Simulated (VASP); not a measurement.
Wanted: the native input for a VASP 6.6.1 run.

```
Task                   : single point
Functional             : PBE
Potentials or basis    : VASP PAW PBE potentials, release 64 (Mg, O)
Cutoff                 : 520 eV
k mesh                 : 9 × 9 × 6
Occupations            : gaussian, width 0.05 eV
Spin                   : no spin polarisation
Dipole correction      : no
Further INCAR settings : ALGO = Normal; EDIFF = 1e-06; NBANDS = 16
```

The structure of MgO lies in POSCAR:

```
MgO
1.0
    3.4772157108      0.0000000000      0.0000000000
   -1.7386078554      3.0113571399      0.0000000000
    0.0000000000      0.0000000000      4.6556441151
Mg O
2 2
Direct
    0.3333333333      0.6666666667     -0.0132065475
    0.6666666667      0.3333333333      0.4867934525
    0.3333333333      0.6666666667      0.3982811987
    0.6666666667      0.3333333333      0.8982811987
```

This cell differs from its parent crystal: atoms shifted along a free coordinate, c/a of the conventional cell at fixed volume 1.3389.

These files were run (other wordings do the same):

INCAR

```
SYSTEM = MgO
PREC     = Accurate       ! precision mode
ENCUT    = 520            ! plane-wave cutoff, eV
EDIFF    = 1E-6           ! SCF threshold, eV
ISMEAR   = 0              ! smearing method
SIGMA    = 0.05           ! smearing width, eV
LREAL    = .False.        ! projectors in reciprocal space
LASPH    = .True.         ! aspherical terms in the spheres
NELM     = 100            ! most SCF steps
ALGO     = Normal         ! electronic algorithm
ISIF     = 2              ! what is computed and relaxed
LWAVE    = .False.        ! write WAVECAR
LCHARG   = .False.        ! write CHGCAR
GGA      = PE             ! functional
NBANDS   = 16             ! bands
```

KPOINTS

```
Automatic mesh
0
Gamma
  9 9 6
  0 0 0
```

Potentials or basis: VASP PAW PBE potentials, release 64 (Mg, O).

Command:

```sh
$ cat potpaw_PBE.64/Mg/POTCAR potpaw_PBE.64/O/POTCAR > POTCAR
$ mpirun -np 1 vasp_std > vasp.out
```

Results of the run:

* Pressure: -1.7 GPa
* Largest force: 0.947 eV/Å
* Band gap on the k mesh: 3.10 eV

Caveat: an odd mesh through Γ misses points on the zone boundary, where band edges can lie.

Wall time 54 s on 1 thread of Intel Xeon 8259CL (shared host), peak memory 0.19 GiB.
